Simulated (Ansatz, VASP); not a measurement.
NaH in VASP and in Ansatz

```
Na H
1.0
     2.83692    0.00000    0.00000
     0.00000    3.07333    0.00000
     0.00000    0.00000    2.95512
Na H
1 1
Direct
  0.00000 0.00000 0.00000
  0.50000 0.50000 0.50000
```

Change from the starting cell: strain -0.0400 x Voigt [1, -1, 0, 0, 0, 0], atoms carried along.

Alike in both runs: task single point; functional PBEsol; k mesh 10 × 10 × 10; occupations gaussian, width 0.05 eV; no spin polarisation.

```csv
,VASP,Ansatz
version,VASP 6.6.1,Ansatz 0.2.0
potentials or method,"VASP PAW PBE potentials, release 64 (Na_pv, H), cutoff 500 eV","scalar-relativistic, plane waves, PAW"
valence electrons in the cell,8,10
```

```csv
,VASP,Ansatz,Ansatz less VASP
gap on the k mesh at the Fermi level (eV),0.40,0.40,+0.004
least direct gap on the mesh (eV),4.19,4.19,+0.006
pressure (GPa),-0.4,-0.3,+0.06
"traceless stress, the component that is largest in VASP (GPa)",4.52,4.51,-0.008
```

VASP's potentials were made for PBE, not for PBEsol. VASP's potentials hold 8 valence electrons a cell and Ansatz's 10, so a difference there can come from the potentials and not from the codes.
